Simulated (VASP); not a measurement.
# Si (a cell with a defect) in VASP: single point with r2SCAN

Aim: the single point of Si (a cell with a defect) with r2SCAN.

Program: VASP 6.6.1. These are calculated values, not measurements. Logs are shortened: lines on timing, memory, paths and dates and some standing lists are left out, and cuts for length are marked.

**1. The cell of the first run**

The cell holds a defect, 15 atoms: a = 7.699 Å, b = 7.699 Å, c = 7.699 Å, α = 60.00°, β = 60.00°, γ = 60.00°.

**2. Single point, r2SCAN**

The input, POSCAR:

```
Si
1.0
    0.0000000000      5.4437023800     -5.4437023800
    5.4437023800      5.4437023800      0.0000000000
    5.4437023800      0.0000000000     -5.4437023800
Si
15
Direct
   -0.0625255527      0.1875085059      0.1875085059
    0.1260846850      0.6224310705      0.1290560084
    0.6310540621      0.1294379176      0.1294368154
    0.6310527763      0.6100685284      0.1294392035
    0.1260833073      0.1290551817      0.6224298765
    0.1260841339      0.6224323564      0.6224277640
    0.6310548888      0.1294365398      0.6100726616
    0.6249299213      0.6250226891      0.6250239750
    0.2439467493      0.7649441886      0.2455546624
    0.2439453716      0.2455560401      0.2455571423
    0.7489367007      0.7525551939      0.2459497979
    0.2500330483      0.7499896605      0.7499883746
    0.2439446368      0.2455573260      0.7649400554
    0.7489371599      0.7525539998      0.7525587760
    0.7489381703      0.2459505327      0.7525564798
```

The input, INCAR.step1:

```
SYSTEM = Si
ALGO = Normal
EDIFF = 1E-4
ENCUT = 520
GGA = PE
ISMEAR = 0
LASPH = .True.
LCHARG = .False.
LREAL = Auto
LWAVE = .True.
NBANDS = 43
NELECT = 62.0
NELM = 80
PREC = Accurate
SIGMA = 0.02
```

The input, INCAR.step2:

```
SYSTEM = Si
ALGO = Normal
EDIFF = 1E-6
ENCUT = 520
ISIF = 2
ISMEAR = 0
ISTART = 1
LASPH = .True.
LCHARG = .False.
LMIXTAU = .True.
LREAL = Auto
LWAVE = .False.
METAGGA = R2SCAN
NBANDS = 43
NELECT = 62.0
NELM = 80
PREC = Accurate
SIGMA = 0.02
```

The input, KPOINTS:

```
k-points
0
Gamma
  2 2 2
  0 0 0
```

Potentials or basis: VASP PAW PBE potentials, release 64 (Si).

On the command line:

```
$ cat potpaw_PBE.64/Si/POTCAR > POTCAR
$ cp INCAR.step1 INCAR
$ mpirun -np 1 vasp_std > vasp.out
$ cp INCAR.step2 INCAR
$ mpirun -np 1 vasp_std > vasp.out
```

OUTCAR:

```text
SYSTEM = Si
   EDIFF = 1E-6
   ENCUT = 520
   ISIF = 2
   ISMEAR = 0
   ISTART = 1
   LASPH = .True.
   LREAL = Auto
   METAGGA = R2SCAN
   NELECT = 62.0
   NELM = 80
   PREC = Accurate

 ion  position               nearest neighbor table
   1  0.937  0.188  0.188-   4 2.88   3 2.88   7 2.88   9 2.88  10 2.88  13 2.88
   2  0.126  0.622  0.129-  11 2.37   9 2.37  10 2.37  12 2.38
   3  0.631  0.129  0.129-  15 2.37  11 2.37  10 2.44   1 2.88
   4  0.631  0.610  0.129-  14 2.37  11 2.37   9 2.44   1 2.88
   5  0.126  0.129  0.622-  15 2.37  10 2.37  13 2.37  12 2.38
   6  0.126  0.622  0.622-  14 2.37   9 2.37  13 2.37  12 2.38
   7  0.631  0.129  0.610-  15 2.37  14 2.37  13 2.44   1 2.88
   8  0.625  0.625  0.625-  12 2.36  15 2.38  14 2.38  11 2.38
   9  0.244  0.765  0.246-   6 2.37   2 2.37   4 2.44   1 2.88
  10  0.244  0.246  0.246-   5 2.37   2 2.37   3 2.44   1 2.88
  11  0.749  0.753  0.246-   2 2.37   4 2.37   3 2.37   8 2.38
  12  0.250  0.750  0.750-   8 2.36   5 2.38   6 2.38   2 2.38
  13  0.244  0.246  0.765-   5 2.37   6 2.37   7 2.44   1 2.88
  14  0.749  0.753  0.753-   6 2.37   4 2.37   7 2.37   8 2.38
  15  0.749  0.246  0.753-   5 2.37   3 2.37   7 2.37   8 2.38

  LATTYP: Found a face centered cubic cell.
 ALAT       =    10.8874047600

  Lattice vectors:

 A1 = (   0.0000000000,   5.4437023800,  -5.4437023800)
 A2 = (   5.4437023800,   5.4437023800,   0.0000000000)
 A3 = (   5.4437023800,   0.0000000000,  -5.4437023800)

Analysis of symmetry for initial positions (statically):
=====================================================================
 Subroutine PRICEL returns:
 Original cell was already a primitive cell.

 Routine SETGRP: Setting up the symmetry group for a
 face centered cubic supercell.

 Subroutine GETGRP returns: Found  6 space group operations
 (whereof  2 operations were pure point group operations)
 out of a pool of 48 trial point group operations.

The static configuration has the point symmetry C_1h.
 The point group associated with its full space group is C_3v.

Analysis of symmetry for dynamics (positions and initial velocities):
=====================================================================
 Subroutine PRICEL returns:
 Original cell was already a primitive cell.

 Routine SETGRP: Setting up the symmetry group for a
 face centered cubic supercell.

 Subroutine GETGRP returns: Found  6 space group operations
 (whereof  2 operations were pure point group operations)
 out of a pool of 48 trial point group operations.
[... 123 lines left out ...]
   EFERMI_NEDOS =   21; number of points for ismear=-14 and -15
   IALGO  =     38    algorithm
   IMIX   =      4    mixing-type and parameters
     AMIX     =   0.40;   BMIX     =  1.00
     AMIX_MAG =   1.60;   BMIX_MAG =  1.00
  volume/ion in A,a.u.               =      21.51       145.15
  Fermi-wavevector in a.u.,A,eV,Ry     =   0.944715  1.785253 12.143027  0.892487
  Thomas-Fermi vector in A             =   2.072547
   LORBIT       =      0    0 simple, 1 ext, 2 COOP (PROOUT), +10 PAW based schemes
   METAGGA = R2SCAN    functional components
   LHFCALC =     F    Hartree Fock is set to
   AEXX    =    0.0000 exact exchange contribution
   IVDW    =     0    specifies the selected vdW correction
   LEPSILON=     F    determine dielectric tensor
   LRPA    =     F    only Hartree local field effects (RPA)
 non-spin polarized calculation
 Gauss-broadening in eV      SIGMA  =   0.02
  energy-cutoff  :      520.00
  volume of cell :      322.64
 maximum number of plane-waves:      8694
 NGX is ok and might be reduce to    60
   NGX = 29   NGY = 29   NGZ = 29

 number of electron      62.0000000 magnetization

 Free energy of the ion-electron system (eV)
  ---------------------------------------------------
  ext. energy  EPLUGINS =         0.00000000
  ---------------------------------------------------
  free energy    TOTEN  =      -115.25524778 eV

  energy without entropy =     -115.25138183  energy(sigma->0) =     -115.25331480

 E-fermi :   5.9953     XC(G=0):  -9.7585

 val. band max:        5.9892028068   @ k =   0.5000   0.5000   0.0000
 cond. band min:       6.0434719794   @ k =   0.0000   0.0000   0.0000
 fundamental gap:      0.0542691726
 Fermi energy:         5.9952858031

 k-point     1 :       0.0000    0.0000    0.0000
  band No.  band energies     occupation
      1      -7.1251      2.00000
      2      -4.8077      2.00000
      3      -4.8074      2.00000
      4      -4.6433      2.00000
      5      -4.2229      2.00000
      6      -2.9340      2.00000
[... 173 lines left out ...]
     42       9.7232      0.00000
     43       9.9039      0.00000

------------------------ aborting loop because EDIFF is reached ----------------------------------------

  FORCE on cell =-STRESS in cart. coord.  units (eV):
  Direction    XX          YY          ZZ          XY          YZ          ZX
  --------------------------------------------------------------------------------------
  -------------------------------------------------------------------------------------
  Total        9.2920639      9.2920639      9.2920639      3.6511136      3.6511136     -3.6511136
  in kB       46.1434066     46.1434066     46.1434066     18.1310442     18.1310442    -18.1310442
  external PRESSURE =      46.1434066 kB  Pullay stress =       0.0000000 kB

 VOLUME and BASIS-vectors are now :
 -----------------------------------------------------------------------------
  energy-cutoff  :      520.00
  volume of cell :      322.64
      direct lattice vectors                 reciprocal lattice vectors
     0.000000000  5.443702380 -5.443702380    -0.091849254  0.091849254 -0.091849254
     5.443702380  5.443702380  0.000000000     0.091849254  0.091849254  0.091849254
     5.443702380  0.000000000 -5.443702380     0.091849254 -0.091849254 -0.091849254

 POSITION                                       TOTAL-FORCE (eV/Angst)
 -----------------------------------------------------------------------------------
      2.04148      6.12407     -6.12407         0.000534     -0.000534      0.000534
      4.09087      4.07470     -1.38891         0.005851     -0.005851      0.006328
      1.40924      4.13989     -4.13989        -0.018119     -0.002425      0.002425
      4.02566      6.75630     -4.13989         0.002425      0.018119      0.002425
      4.09086      1.38890     -4.07468         0.005851     -0.006328      0.005851
      6.77665      4.07470     -4.07468         0.006328     -0.005851      0.005851
      4.02567      4.13989     -6.75633         0.002425     -0.002425     -0.018119
      6.80488      6.80437     -6.80438        -0.011412      0.011412     -0.011412
      5.50086      5.49210     -2.66470        -0.002435     -0.016960     -0.002435
      2.67347      2.66470     -2.66471         0.016960      0.002435     -0.002435
      5.43556      8.17368     -5.41587        -0.005739      0.005739     -0.005481
      8.16543      5.44383     -5.44382         0.010983     -0.010983      0.010983
      5.50085      2.66470     -5.49207        -0.002435      0.002435      0.016960
      8.19339      8.17367     -8.17370        -0.005481      0.005739     -0.005739
      5.43558      5.41588     -8.17369        -0.005739      0.005481     -0.005739
 -----------------------------------------------------------------------------------
    total drift:                               -0.000504      0.004769     -0.004606

  FREE ENERGIE OF THE ION-ELECTRON SYSTEM (eV)
  ---------------------------------------------------
  free  energy   TOTEN  =      -115.2552477815 eV

  energy  without entropy=     -115.2513818279  energy(sigma->0) =     -115.25331480
```

OUTCAR.step1:

```text
SYSTEM = Si
   EDIFF = 1E-4
   ENCUT = 520
   GGA = PE
   ISMEAR = 0
   LASPH = .True.
   LREAL = Auto
[... 436 lines left out ...]
      5.50085      2.66470     -5.49207         0.087915     -0.087915     -0.016492
      8.19339      8.17367     -8.17370        -0.030561     -0.040400      0.040400
      5.43558      5.41588     -8.17369         0.040400      0.030561      0.040400
 -----------------------------------------------------------------------------------
    total drift:                               -0.000132      0.005016     -0.004794

  FREE ENERGIE OF THE ION-ELECTRON SYSTEM (eV)
  ---------------------------------------------------
  free  energy   TOTEN  =       -65.5735595644 eV

  energy  without entropy=      -65.5668431313  energy(sigma->0) =      -65.57020135
```

OSZICAR.step1:

```text
N       E                     dE             d eps       ncg     rms          rms(c)
DAV:   1     0.160365161117E+03    0.16037E+03   -0.23483E+04   344   0.118E+03
DAV:   2    -0.540633109916E+02   -0.21443E+03   -0.20322E+03   412   0.170E+02
DAV:   3    -0.668924280423E+02   -0.12829E+02   -0.12513E+02   453   0.372E+01
DAV:   4    -0.671681752415E+02   -0.27575E+00   -0.27215E+00   432   0.663E+00
DAV:   5    -0.671759107257E+02   -0.77355E-02   -0.77076E-02   448   0.102E+00    0.121E+01
DAV:   6    -0.658961974988E+02    0.12797E+01   -0.15353E+00   408   0.387E+00    0.732E+00
DAV:   7    -0.655626252683E+02    0.33357E+00   -0.93607E-01   384   0.304E+00    0.171E+00
DAV:   8    -0.655704743487E+02   -0.78491E-02   -0.59143E-02   448   0.870E-01    0.444E-01
DAV:   9    -0.655723617729E+02   -0.18874E-02   -0.61511E-03   384   0.281E-01    0.207E-01
DAV:  10    -0.655733832814E+02   -0.10215E-02   -0.15703E-03   392   0.144E-01    0.819E-02
DAV:  11    -0.655735569249E+02   -0.17364E-03   -0.30660E-04   384   0.711E-02    0.329E-02
DAV:  12    -0.655735595644E+02   -0.26395E-05   -0.83048E-05   208   0.394E-02
   1 F= -.65573560E+02 E0= -.65570201E+02  d E =-.671643E-02
```

It took 9.1 min on 1 thread of AMD EPYC 7R43 (Zen 3), shared host; peak memory 0.45 GiB.

Results:

| Quantity | Value |
| --- | --- |
| Free energy | -115.2552 eV |
| Largest force | 0.020 eV/Å |

Forces in eV/Å, atoms in the order of the input:
```
Si   0.001 -0.001  0.001
Si   0.006 -0.006  0.006
Si  -0.018 -0.002  0.002
Si   0.002  0.018  0.002
Si   0.006 -0.006  0.006
Si   0.006 -0.006  0.006
Si   0.002 -0.002 -0.018
Si  -0.011  0.011 -0.011
Si  -0.002 -0.017 -0.002
Si   0.017  0.002 -0.002
Si  -0.006  0.006 -0.005
Si   0.011 -0.011  0.011
Si  -0.002  0.002  0.017
Si  -0.005  0.006 -0.006
Si  -0.006  0.005 -0.006
```

Caveat: the k points lie up to 0.50 Å⁻¹ apart, too coarse for converged energies and pressures of a metal; the cell carries a net charge on a neutralising background, which shifts energy and pressure; the cell is charged against a uniform background, so pressure and absolute levels hang on convention; the PAW data sets were made with another functional, which shifts forces and pressure a little.
